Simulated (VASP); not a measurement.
Wanted: the native input for a VASP 6.6.1 run.

```yaml
Task: single point
Functional: LDA
Potentials_or_basis: VASP PAW LDA potentials, release 64 (Rh_pv)
Cutoff: 520 eV
k_mesh: 12 × 12 × 12
Occupations: fermi-dirac, width 0.05 eV
Spin: no spin polarisation
Dipole_correction: no
Further_INCAR_settings: ALGO = Normal; EDIFF = 1e-07; NBANDS = 14
```

The structure of Rh lies in POSCAR:

```
Rh
1.0
    0.0000000000      1.8851123679      1.8851123679
    1.8851123679      0.0000000000      1.8851123679
    1.8851123679      1.8851123679      0.0000000000
Rh
1
Direct
    0.0000000000      0.0000000000      0.0000000000
```

The input as run:

INCAR

```
SYSTEM = Rh
PREC     = Accurate       ! precision mode
ENCUT    = 520            ! plane-wave cutoff, eV
EDIFF    = 1E-7           ! SCF threshold, eV
ISMEAR   = -1             ! smearing method
SIGMA    = 0.05           ! smearing width, eV
LREAL    = .False.        ! projectors in reciprocal space
LASPH    = .True.         ! aspherical terms in the spheres
NELM     = 80             ! most SCF steps
ALGO     = Normal         ! electronic algorithm
ISIF     = 2              ! what is computed and relaxed
LWAVE    = .False.        ! write WAVECAR
LCHARG   = .False.        ! write CHGCAR
NBANDS   = 14             ! bands
```

KPOINTS

```
Automatic mesh
0
Gamma
  12 12 12
  0 0 0
```

Potentials or basis: VASP PAW LDA potentials, release 64 (Rh_pv).

Run with:

```console
$ cat potpaw_LDA.64/Rh_pv/POTCAR > POTCAR
$ mpirun -np 1 vasp_std > vasp.out
```

It gave:

```
Pressure : -3.3 GPa
```

Wall time 7 s on 1 thread of AMD EPYC 7R13 Processor (Zen 3), with other jobs on the host, peak memory 0.09 GiB.
